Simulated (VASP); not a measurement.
# SiC (Cm) in VASP: notebook

SiC is run at these levels: PBE; tasks: single point, relaxation of cell and atoms.

Program: VASP 6.6.1. These are calculated values, not measurements. Logs are shortened: lines on timing, memory, paths and dates and some standing lists are left out, and cuts for length are marked.

## (1) The cell of the first run

Symmetry: Cm, No. 8, monoclinic system. The conventional cell has a = 4.797 Å, b = 2.784 Å, c = 4.206 Å, α = 90.00°, β = 93.99°, γ = 90.00°. Within 2.1 Å of Si (site symmetry m) lie 3 C at 1.59 to 1.61 Å. C (site symmetry m) has 3 Si at 1.59 to 1.61 Å within 2.1 Å.

## (2) Single point, PBE

The input, INCAR:

```
  PREC = Accurate
  ENCUT = 520
  EDIFF = 1E-6
  ISMEAR = 0
  SIGMA = 0.1
  LREAL = F
  LASPH = T
  NELM = 60
  ALGO = Normal
  ISIF = 2
  LWAVE = F
  LCHARG = F
  GGA = PE
  NBANDS = 11
```

The input, KPOINTS:

```
Automatic mesh
0
Gamma
  8 8 4
```

The input, POSCAR:

```
SiC
1.0
    2.3984244400     -1.3917873800      0.0000000000
    2.3984244400      1.3917873800      0.0000000000
   -0.2928714000      0.0000000000      4.1955271500
Si C
1 1
Direct
    0.8338170100      0.8338170100      0.5000950000
    0.1661829900      0.1661829900      0.4999050000
```

Potentials or basis: VASP PAW PBE potentials, release 64 (Si, C).

Started as:

```bash
> cat potpaw_PBE.64/Si/POTCAR potpaw_PBE.64/C/POTCAR > POTCAR
> mpirun -np 1 vasp_std > vasp.out
```

OUTCAR:

```text
PREC = Accurate
   ENCUT = 520
   EDIFF = 1E-6
   ISMEAR = 0
   LREAL = F
   LASPH = T
   NELM = 60
   ISIF = 2
   GGA = PE

 ion  position               nearest neighbor table
   1  0.834  0.834  0.500-   2 1.59   2 1.61   2 1.61
   2  0.166  0.166  0.500-   1 1.59   1 1.61   1 1.61

  LATTYP: Found a base centered monoclinic cell.
 ALAT       =     4.7968488800
 B/A-ratio  =     0.5802923606
 C/A-ratio  =     0.8767707444
 COS(beta)  =    -0.0696361699

  Lattice vectors:

 A1 = (   2.3984244400,  -1.3917873800,   0.0000000000)
 A2 = (   2.3984244400,   1.3917873800,   0.0000000000)
 A3 = (  -0.2928714000,   0.0000000000,   4.1955271500)

Analysis of symmetry for initial positions (statically):
=====================================================================
 Subroutine PRICEL returns:
 Original cell was already a primitive cell.

 Routine SETGRP: Setting up the symmetry group for a
 base centered monoclinic supercell.

 Subroutine GETGRP returns: Found  2 space group operations
 (whereof  2 operations were pure point group operations)
 out of a pool of  4 trial point group operations.

The static configuration has the point symmetry C_1h.

Analysis of symmetry for dynamics (positions and initial velocities):
=====================================================================
 Subroutine PRICEL returns:
 Original cell was already a primitive cell.

 Routine SETGRP: Setting up the symmetry group for a
 base centered monoclinic supercell.

 Subroutine GETGRP returns: Found  2 space group operations
 (whereof  2 operations were pure point group operations)
 out of a pool of  4 trial point group operations.

The dynamic configuration has the point symmetry C_1h.

 Subroutine INISYM returns: Found  2 space group operations
 (whereof  2 operations are pure point group operations),
 and found     1 'primitive' translations

----------------------------------------------------------------------------------------

                                     Primitive cell

  volume of cell :      28.0102

  direct lattice vectors                    reciprocal lattice vectors
     2.398424440 -1.391787380  0.000000000     0.208470191 -0.359250276  0.014552392
     2.398424440  1.391787380  0.000000000     0.208470191  0.359250276  0.014552392
    -0.292871400  0.000000000  4.195527150     0.000000000  0.000000000  0.238349071

  length of vectors
     2.772996918  2.772996918  4.205736763     0.415610819  0.415610819  0.238349071

  position of ions in fractional coordinates (direct lattice)
     0.833817010  0.833817010  0.500095000
     0.166182990  0.166182990  0.499905000

  ion indices of the primitive-cell ions
   primitive index   ion index
                 1           1
                 2           2

----------------------------------------------------------------------------------------

 KPOINTS: Automatic mesh

Automatic generation of k-mesh.
 Grid dimensions read from file:
 generate k-points for:    8    8    4

 Generating k-lattice:

  Cartesian coordinates                     Fractional coordinates (reciprocal lattice)
     0.026058774 -0.044906284  0.001819049     0.125000000  0.000000000  0.000000000
     0.026058774  0.044906284  0.001819049     0.000000000  0.125000000  0.000000000
     0.000000000  0.000000000  0.059587268     0.000000000  0.000000000  0.250000000

  Length of vectors
     0.051951352  0.051951352  0.059587268

  Shift w.r.t. Gamma in fractional coordinates (k-lattice)
     0.000000000  0.000000000  0.000000000

 Subroutine IBZKPT returns following result:
 ===========================================

 Found     78 irreducible k-points:

 Following reciprocal coordinates:
            Coordinates               Weight
  0.000000  0.000000  0.000000      1.000000
  0.125000  0.000000 -0.000000      4.000000
  0.250000  0.000000 -0.000000      4.000000
  0.375000  0.000000 -0.000000      4.000000
  0.500000  0.000000 -0.000000      2.000000
  0.125000  0.125000 -0.000000      2.000000
[... 16 lines left out ...]
  0.125000  0.000000  0.250000      4.000000
  0.250000  0.000000  0.250000      4.000000
 [... further k-points ...]
   k-points           NKPTS =     78   k-points in BZ     NKDIM =     78   number of bands    NBANDS=     11
   number of dos      NEDOS =    301   number of ions     NIONS =      2
   total plane-waves  NPLWV =  18432
   dimension x,y,z NGX =    24 NGY =   24 NGZ =   32
   dimension x,y,z NGXF=    48 NGYF=   48 NGZF=   64
   ions per type =               1   1
   NGX,Y,Z   is equivalent  to a cutoff of  14.39, 14.39, 12.65 a.u.
   NGXF,Y,Z  is equivalent  to a cutoff of  28.78, 28.78, 25.30 a.u.
 SYSTEM =  unknown system
   PREC   = accura    normal or accurate (medium, high low for compatibility)
   ISTART =      0    job   : 0-new  1-cont  2-samecut
   ICHARG =      2    charge: 1-file 2-atom 10-const
   ISPIN  =      1    spin polarized calculation?
   LNONCOLLINEAR =      F non collinear calculations
   LSORBIT =      F    spin-orbit coupling
   LASPH  =      T    aspherical Exc in radial PAW
   ENCUT  =  520.0 eV  38.22 Ry    6.18 a.u.   5.16  5.16  7.82*2*pi/ulx,y,z
   NELM   =     60;   NELMIN=  2; NELMDL= -5     # of ELM steps
   EDIFF  = 0.1E-05   stopping-criterion for ELM
   LREAL  =      F    real-space projection
   EDIFFG = 0.1E-04   stopping-criterion for IOM
   NSW    =      0    number of steps for IOM
   IBRION =     -1    ionic relax: 0-MD 1-quasi-New 2-CG
   NFREE  =      0    steps in history (QN), initial steepest desc. (CG)
   ISIF   =      2    stress and relaxation
   ISYM   =      2    0-nonsym 1-usesym 2-fastsym
   POTIM  = 0.5000    time-step for ionic-motion
   TEBEG  =    0.0;   TEEND  =   0.0 temperature during run
   PSTRESS=    0.0 pullay stress
   NELECT =       8.0000    total number of electrons
   NUPDOWN=      -1.0000    fix difference up-down
   EMIN   =  10.00;   EMAX   =-10.00  energy-range for DOS
   EFERMI =   0.00;   METHOD = LEGACY
   ISMEAR =     0;   SIGMA  =   0.10  broadening in eV -4-tet -1-fermi 0-gaus
   EFERMI_NEDOS =   21; number of points for ismear=-14 and -15
   IALGO  =     38    algorithm
   IMIX   =      4    mixing-type and parameters
     AMIX     =   0.40;   BMIX     =  1.00
     AMIX_MAG =   1.60;   BMIX_MAG =  1.00
  volume/ion in A,a.u.               =      14.01        94.51
  Fermi-wavevector in a.u.,A,eV,Ry     =   1.078118  2.037348 15.814577  1.162339
  Thomas-Fermi vector in A             =   2.214048
   LORBIT       =      0    0 simple, 1 ext, 2 COOP (PROOUT), +10 PAW based schemes
   GGA     = PE    functional components
   LHFCALC =     F    Hartree Fock is set to
   AEXX    =    0.0000 exact exchange contribution
   IVDW    =     0    specifies the selected vdW correction
   LEPSILON=     F    determine dielectric tensor
   LRPA    =     F    only Hartree local field effects (RPA)
 non-spin polarized calculation
 Gauss-broadening in eV      SIGMA  =   0.10
  energy-cutoff  :      520.00
  volume of cell :       28.01
 maximum number of plane-waves:       768
 NGX is ok and might be reduce to    24
   NGX = 11   NGY = 11   NGZ = 15

 number of electron       8.0000000 magnetization

 Free energy of the ion-electron system (eV)
  ---------------------------------------------------
  ext. energy  EPLUGINS =         0.00000000
  ---------------------------------------------------
  free energy    TOTEN  =       -12.30617097 eV

  energy without entropy =      -12.30617097  energy(sigma->0) =      -12.30617097

 E-fermi :   4.6166     XC(G=0):  -9.0637

 val. band max:        4.1073365229   @ k =  -0.3750   0.3750   0.0000
 cond. band min:       6.4747263196   @ k =   0.0000   0.0000   0.0000
 fundamental gap:      2.3673897967
 Fermi energy:         4.6165576614

 k-point     1 :       0.0000    0.0000    0.0000
  band No.  band energies     occupation
      1     -10.9664      2.00000
      2      -0.0941      2.00000
      3       3.3196      2.00000
      4       3.3297      2.00000
      5       6.4747      0.00000
      6      14.3267      0.00000
      7      14.4743      0.00000
      8      16.1182      0.00000
      9      16.6481      0.00000
     10      21.0982      0.00000
     11      22.9257      0.00000

 k-point     2 :       0.1250    0.0000   -0.0000
  band No.  band energies     occupation
      1     -10.6407      2.00000
      2       0.2292      2.00000
      3       2.2569      2.00000
      4       3.0178      2.00000
      5       6.8737      0.00000
      6      13.4274      0.00000
      7      15.3536      0.00000
      8      15.4024      0.00000
      9      16.7749      0.00000
     10      21.8503      0.00000
     11      21.9675      0.00000

 k-point     3 :       0.2500    0.0000   -0.0000
  band No.  band energies     occupation
      1      -9.6854      2.00000
      2      -0.1262      2.00000
      3       1.1690      2.00000
      4       2.3811      2.00000
      5       7.9166      0.00000
      6      12.0283      0.00000
      7      12.5817      0.00000
      8      17.6529      0.00000
      9      17.8208      0.00000
     10      20.2546      0.00000
     11      20.5094      0.00000

 k-point     4 :       0.3750    0.0000   -0.0000
  band No.  band energies     occupation
      1      -8.2062      2.00000
      2      -2.7551      2.00000
      3       1.8512      2.00000
      4       2.5587      2.00000
      5       9.1546      0.00000
      6       9.6790      0.00000
      7      11.5403      0.00000
      8      16.1770      0.00000
      9      19.2272      0.00000
     10      19.4900      0.00000
     11      20.8314      0.00000

 k-point     5 :       0.5000    0.0000   -0.0000
  band No.  band energies     occupation
      1      -6.9931      2.00000
      2      -4.3915      2.00000
      3       1.6542      2.00000
      4       3.5107      2.00000
      5       8.1469      0.00000
      6       9.5483      0.00000
      7      12.5179      0.00000
      8      14.1106      0.00000
      9      18.8848      0.00000
     10      19.1377      0.00000
     11      22.5021      0.00000
[... 211 lines left out ...]
 k-point    21 :       0.5000    0.5000   -0.0000
  band No.  band energies     occupation
      1      -6.9513      2.00000
      2      -4.3697      2.00000
      3       1.5952      2.00000
      4       3.5348      2.00000
      5       8.0821      0.00000
      6       9.5143      0.00000
      7      12.5559      0.00000
      8      14.2361      0.00000
      9      18.8625      0.00000
     10      19.1410      0.00000
     11      22.4383      0.00000

 k-point    22 :       0.0000    0.0000    0.2500
  band No.  band energies     occupation
      1     -10.9139      2.00000
      2      -0.7376      2.00000
      3       3.3249      2.00000
      4       3.3342      2.00000
      5       8.1900      0.00000
      6      14.3693      0.00000
      7      14.5034      0.00000
      8      14.8287      0.00000
      9      17.2338      0.00000
     10      20.5394      0.00000
     11      22.5708      0.00000

 k-point    23 :       0.1250    0.0000    0.2500
  band No.  band energies     occupation
      1     -10.5867      2.00000
      2      -0.4267      2.00000
      3       2.2718      2.00000
      4       3.0231      2.00000
      5       8.6153      0.00000
      6      13.4091      0.00000
      7      14.6550      0.00000
      8      15.4052      0.00000
      9      16.9742      0.00000
     10      20.4502      0.00000
     11      21.5860      0.00000

 k-point    24 :       0.2500    0.0000    0.2500
  band No.  band energies     occupation
      1      -9.6326      2.00000
      2      -0.1093      2.00000
      3       0.5444      2.00000
      4       2.3884      2.00000
      5       9.3956      0.00000
      6      11.8066      0.00000
      7      12.9532      0.00000
      8      16.9642      0.00000
      9      17.8261      0.00000
     10      19.9045      0.00000
     11      20.3360      0.00000

 [... further k-points ...]

------------------------ aborting loop because EDIFF is reached ----------------------------------------

  FORCE on cell =-STRESS in cart. coord.  units (eV):
  Direction    XX          YY          ZZ          XY          YZ          ZX
  --------------------------------------------------------------------------------------
  -------------------------------------------------------------------------------------
  Total       17.9576661     16.8486206      0.1277675      0.0000000      0.0000000     -0.0423517
  in kB     1027.1763403    963.7390736      7.3082880      0.0000000      0.0000000     -2.4225111
  external PRESSURE =     666.0745673 kB  Pullay stress =       0.0000000 kB

 VOLUME and BASIS-vectors are now :
 -----------------------------------------------------------------------------
  energy-cutoff  :      520.00
  volume of cell :       28.01
      direct lattice vectors                 reciprocal lattice vectors
     2.398424440 -1.391787380  0.000000000     0.208470191 -0.359250276  0.014552392
     2.398424440  1.391787380  0.000000000     0.208470191  0.359250276  0.014552392
    -0.292871400  0.000000000  4.195527150     0.000000000  0.000000000  0.238349071

 POSITION                                       TOTAL-FORCE (eV/Angst)
 -----------------------------------------------------------------------------------
      3.85323      0.00000      2.09816        -0.578094      0.000000      0.001275
      0.65075      0.00000      2.09736         0.578094      0.000000     -0.001275
 -----------------------------------------------------------------------------------
    total drift:                               -0.000144      0.000000     -0.000007

  FREE ENERGIE OF THE ION-ELECTRON SYSTEM (eV)
  ---------------------------------------------------
  free  energy   TOTEN  =       -12.3061709677 eV

  energy  without entropy=      -12.3061709677  energy(sigma->0) =      -12.30617097
```

It took 44 s on 1 thread of AMD EPYC 7R13, shared host; peak memory 0.12 GiB.

Results:

| Property | Result |
| --- | --- |
| Free energy | -12.3062 eV |
| Pressure | 66.6 GPa |
| Largest force | 0.578 eV/Å |
| Band gap on the k mesh | 2.37 eV, indirect (least direct gap 3.15 eV) |

Forces on the atoms (eV/Å):
```
Si  -0.578  0.000  0.001
C    0.578  0.000 -0.001
```

Stress tensor (GPa, compression positive):
```
102.72   0.00  -0.24
  0.00  96.37   0.00
 -0.24   0.00   0.73
```

Levels at points of the mesh, in eV from the valence-band top:
| k point | band 2 | band 3 | band 4 | band 5 | band 6 | band 7 |
| --- | --- | --- | --- | --- | --- | --- |
| (0.00, 0.00, 0.00) | -4.20 | -0.79 | -0.78 | 2.37 | 10.22 | 10.37 |
| (0.50, 0.00, 0.00) | -8.50 | -2.45 | -0.60 | 4.04 | 5.44 | 8.41 |
| (0.50, 0.50, 0.00) | -8.48 | -2.51 | -0.57 | 3.97 | 5.41 | 8.45 |
| (0.00, 0.00, 0.50) | -5.36 | -0.78 | -0.77 | 7.30 | 7.90 | 10.31 |
| (0.50, 0.00, 0.50) | -8.40 | -2.43 | -1.24 | 2.41 | 6.19 | 11.16 |
| (0.50, 0.50, 0.50) | -8.39 | -2.49 | -1.18 | 2.45 | 6.09 | 10.94 |

## (3) Relaxation of cell and atoms, PBE

The input, INCAR:

```
SYSTEM = SiC
ALGO = Normal
EDIFF = 1E-7
EDIFFG = -0.04
ENCUT = 600
GGA = PE
IBRION = 2
ISIF = 3
ISMEAR = 0
LASPH = .TRUE.
LCHARG = .FALSE.
LREAL = .FALSE.
LWAVE = .FALSE.
NELM = 80
NSW = 90
PREC = Accurate
SIGMA = 0.1
```

The input, KPOINTS:

```
k-points
0
G
  8 8 4
  0 0 0
```

POSCAR is that of step 2.

Potentials or basis: VASP PAW PBE potentials, release 64 (Si, C).

Started as:

```bash
> cat potpaw_PBE.64/Si/POTCAR potpaw_PBE.64/C/POTCAR > POTCAR
> mpirun -np 1 vasp_std > vasp.out
```

It took 9.8 min on 1 thread of AMD EPYC 7R13, shared host; peak memory 0.13 GiB.

The run converged. Its results:

* Free energy: -14.0549 eV
* Relaxed volume: 19.44 Å³/atom
* Relaxed cell: a = 3.096 Å, b = 3.096 Å, c = 4.737 Å, α = 97.58°, β = 97.58°, γ = 60.00°
* Space group after relaxing (to 0.05 Å): Cm (No. 8)
* Energy gained by relaxing: 873.1 meV/atom
* Ionic steps: 26
* Pressure after relaxing: 0.0 GPa
* Largest force after relaxing: 0.018 eV/Å
* Band gap on the k mesh: 2.16 eV, indirect (least direct gap 2.58 eV)

Forces on the atoms (eV/Å):
```
Si  -0.017  0.000  0.006
C    0.017  0.000 -0.006
```

Stress tensor (GPa, compression positive):
```
-0.02  0.00 -0.11
 0.00 -0.10  0.00
-0.11  0.00 -0.02
```

The path:
```csv
step,energy change (eV),largest force (eV/Å),pressure (GPa),volume (Å³)
1,0.0000,0.5781,66.46,28.01
2,2.4169,0.0224,-21.48,56.55
3,-1.6710,0.7250,-6.62,36.34
4,-1.7188,0.7434,-1.77,35.27
5,-1.7236,0.7476,0.57,34.81
6,-1.7232,0.7467,-0.19,34.95
7,-1.6962,1.4080,-0.91,35.30
8,-1.7325,0.0589,-0.66,35.07
9,-1.7335,0.0502,1.39,34.81
10,-1.7341,0.0085,0.60,34.91
11,-1.7351,0.0294,0.47,35.07
12,-1.7355,0.0777,0.29,35.28
13,-1.7360,0.0429,0.22,35.37
14,-1.7370,0.0620,-0.01,35.63
15,-1.7373,0.2724,-0.43,36.14
16,-1.7374,0.2003,-0.29,35.97
17,-1.7383,0.1896,-0.21,36.08
18,-1.7405,0.1578,0.01,36.41
19,-1.7433,0.0945,0.46,37.06
20,-1.7435,0.0336,1.28,38.33
21,-1.7442,0.0235,0.95,37.81
22,-1.7454,0.0635,0.32,38.33
23,-1.7455,0.1094,-0.03,38.62
24,-1.7458,0.0405,-0.16,38.75
25,-1.7459,0.0216,-0.26,38.86
26,-1.7461,0.0181,-0.05,38.87
```

Final structure:
```
Si C
1.0
     2.67907   -1.54812   -0.11852
     2.67907    1.54812   -0.11852
    -0.51341    0.00000    4.70892
Si C
1 1
Cartesian
  4.2088 0.0000 2.1565
  0.6360 0.0000 2.3153
```

Levels at points of the mesh, in eV from the valence-band top:
```csv
k point,band 1,band 2,band 3,band 4,band 5,band 6,band 7,band 8
"(0.00, 0.00, 0.00)",-13.68,-3.38,-1.31,-1.31,2.41,7.34,7.52,7.53
"(0.50, 0.00, 0.00)",-10.72,-7.87,-2.83,-0.49,2.99,3.76,7.38,8.99
"(0.50, 0.50, 0.00)",-10.72,-7.87,-2.83,-0.54,2.85,3.79,7.55,9.31
"(0.00, 0.00, 0.50)",-13.63,-4.07,-1.31,-1.30,4.97,6.24,7.54,7.55
"(0.50, 0.00, 0.50)",-10.70,-7.83,-2.83,-0.85,2.16,3.97,9.23,10.23
"(0.50, 0.50, 0.50)",-10.70,-7.84,-2.82,-0.81,2.24,3.98,8.78,10.52
```

Caveat: the volume moved by over 15 % at a fixed basis, so the end points are rough. A k mesh can miss the band edges.
